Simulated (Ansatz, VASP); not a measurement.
**Two plane-wave programs on Sn**

The input POSCAR:

```
Sn
1.0
    4.5881207840      0.0000000000      0.0000000000
   -2.2940603920      3.9734291545      0.0000000000
    0.0000000000      0.0000000000      7.5369786049
Sn
4
Direct
    0.3333333333      0.6666666667      0.0002405554
    0.6666666667      0.3333333333      0.5002405554
    0.3333333333      0.6666666667      0.3747594446
    0.6666666667      0.3333333333      0.8747594446
```

INCAR.step1

```
ALGO = Normal
EDIFF = 1E-4
ENCUT = 520
GGA = PE
ISMEAR = -1
LASPH = T
LCHARG = F
LREAL = F
LWAVE = T
NBANDS = 36
NELM = 80
PREC = Accurate
SIGMA = 0.02
```

INCAR.step2

```
ALGO = Normal
EDIFF = 1E-6
ENCUT = 520
ISIF = 2
ISMEAR = -1
ISTART = 1
LASPH = T
LCHARG = F
LMIXTAU = T
LREAL = F
LWAVE = F
METAGGA = R2SCAN
NBANDS = 36
NELM = 80
PREC = Accurate
SIGMA = 0.02
```

File KPOINTS:

```
k-points
0
Gamma
  6 6 4
```

Input for Ansatz:

```yaml
crystal:
  lattice:
    - [4.588120784, 0.0, 0.0]
    - [-2.294060392, 3.9734291545, 0.0]
    - [0.0, 0.0, 7.5369786049]
  atoms:
    - { symbol: Sn, position: [0.3333333333, 0.6666666667, 0.0002405554] }
    - { symbol: Sn, position: [0.6666666667, 0.3333333333, 0.5002405554] }
    - { symbol: Sn, position: [0.3333333333, 0.6666666667, 0.3747594446] }
    - { symbol: Sn, position: [0.6666666667, 0.3333333333, 0.8747594446] }
kpoints:
  mp_grid: { grid: [6, 6, 4] }
hamiltonian:
  xc: r2scan
scf:
  occupations: { method: fermi_dirac, width: 0.02 }
  n_extra_bands: 5
output:
  forces: true
  stress: true
  eigenvalues: true
```

Alike in both runs: task single point; functional r2SCAN; k mesh 6 × 6 × 4; occupations fermi-dirac, width 0.02 eV; no spin polarisation.

|  | VASP | Ansatz |
| --- | --- | --- |
| version | VASP 6.6.1 | Ansatz 0.2.0 |
| potentials or method | VASP PAW PBE potentials, release 64 (Sn_d) | plane waves, PAW |
| plane-wave cutoff (eV) | 520 | 500 |
| valence electrons in the cell | 56 | 56 |

```csv
,VASP,Ansatz,Ansatz less VASP
pressure (GPa),1.4,1.4,+0.02
rms of the force components (eV/Å),0.006,0.006,-0.0002
```

VASP's potentials were made for PBE, not for r2SCAN. Atom by atom the forces differ by 0.000 eV/Å (rms over components).
